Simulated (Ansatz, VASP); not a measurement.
# One calculation of AlN, two programs

POSCAR

```
AlN
1.0
    0.0218487642      2.2067251850      2.2067251850
    2.2067251850      0.0218487642      2.2067251850
    2.2067251850      2.2067251850      0.0218487642
Al N
1 1
Direct
    0.0005962931      0.0005962931      0.0005962931
    0.2494037069      0.2494037069      0.2494037069
```

File INCAR.step1:

```
SYSTEM = AlN
  PREC = Accurate
  ENCUT = 520
  ISMEAR = 0
  SIGMA = 0.01
  LREAL = .False.
  LASPH = .True.
  NELM = 60
  NBANDS = 11
  GGA = PE
  ALGO = Normal
  EDIFF = 1E-4
  LWAVE = .True.
  LCHARG = .False.
```

Contents of INCAR.step2:

```
SYSTEM = AlN
  PREC = Accurate
  ENCUT = 520
  EDIFF = 1E-6
  ISMEAR = 0
  SIGMA = 0.01
  LREAL = .False.
  LASPH = .True.
  NELM = 60
  ALGO = Normal
  ISIF = 2
  LWAVE = .False.
  LCHARG = .True.
  METAGGA = R2SCAN
  LMIXTAU = .True.
  LELF = .True.
  LVHAR = .True.
  NBANDS = 11
  ISTART = 1
```

File KPOINTS:

```
Automatic mesh
0
Gamma
  10 10 10
  0 0 0
```

Input for Ansatz:

```yaml
crystal:
  lattice:
    - [0.0218487642, 2.206725185, 2.206725185]
    - [2.206725185, 0.0218487642, 2.206725185]
    - [2.206725185, 2.206725185, 0.0218487642]
  atoms:
    - { symbol: Al, position: [0.0005962931, 0.0005962931, 0.0005962931] }
    - { symbol: "N", position: [0.2494037069, 0.2494037069, 0.2494037069] }
kpoints:
  mp_grid: { grid: [10, 10, 10] }
  band_path:
    path:
      - [0.0, 0.0, 0.0]
      - [-0.5, -0.5, 0.0]
      - [-0.375, -0.375, 0.25]
      - [-0.375, 0.0, 0.375]
      - [0.0, 0.0, 0.5]
      - [-0.5, -0.25, 0.25]
    npoints: 1
hamiltonian:
  xc: r2scan
scf:
  occupations: { method: fixed }
  n_extra_bands: 4
output:
  forces: true
  stress: true
  eigenvalues: true
```

Change from the starting cell: shear_111 strain +1.5%.

Alike in both runs: task single point; functional r2SCAN; k mesh 10 × 10 × 10; no spin polarisation.

```csv
,VASP,Ansatz
version,VASP 6.6.1,Ansatz 0.2.0
potentials or method,"VASP PAW PBE potentials, release 64 (Al, N)","plane waves, PAW"
plane-wave cutoff (eV),520,500
occupations,"gaussian, width 0.01 eV",fixed
valence electrons in the cell,8,8
```

|  | VASP | Ansatz | Ansatz less VASP |
| --- | --- | --- | --- |
| gap on the k mesh at the Fermi level (eV) | 3.88 | 3.88 | +0.007 |
| pressure (GPa) | -3.4 | -3.0 | +0.40 |
| traceless stress, the component that is largest in VASP (GPa) | -1.95 | -1.94 | +0.019 |

VASP's potentials were made for PBE, not for r2SCAN.
